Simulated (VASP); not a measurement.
A run of VASP 6.6.1:

INCAR

```
  ALGO = Fast
  EDIFF = 1E-6
  ENCUT = 520
  GGA = PE
  ISIF = 2
  ISMEAR = 0
  LASPH = T
  LCHARG = T
  LELF = T
  LREAL = F
  LVHAR = T
  LWAVE = F
  NBANDS = 60
  NELM = 80
  PREC = Accurate
  SIGMA = 0.1
```

File KPOINTS:

```
k-points
0
Gamma
  3 3 4
```

Contents of POSCAR:

```
Sn2As
1.0
    6.4514627434      0.0000000000      0.0000000000
   -3.2257313716      5.5871306272      0.0000000000
    0.0000000000      0.0000000000      6.0040508327
Sn As
6 3
Direct
    0.3330500000      0.0000000000      0.2491000000
    0.0000000000      0.3330500000      0.2491000000
    0.6669500000      0.6669500000      0.2491000000
    0.0000000000      0.6669500000      0.7509000000
    0.6669500000      0.0000000000      0.7509000000
    0.3330500000      0.3330500000      0.7509000000
    0.3333333333      0.6666666667      0.5000000000
    0.6666666667      0.3333333333      0.5000000000
    0.0000000000      0.0000000000      0.0000000000
```

Potentials or basis: VASP PAW PBE potentials, release 64 (Sn_d, As).

Launch:

```console
$ cat potpaw_PBE.64/Sn_d/POTCAR potpaw_PBE.64/As/POTCAR > POTCAR
$ mpirun -np 1 vasp_std > vasp.out
```

Hardware: 1 thread of Intel(R) Xeon(R) 6975P-C (Granite Rapids), with other jobs on the host.

How long does it take, and how much memory?

Run time: 100 s on 1 thread of Intel(R) Xeon(R) 6975P-C (Granite Rapids) (shared host), peak memory 0.37 GiB. Counts: scf iterations 20, k points 10.
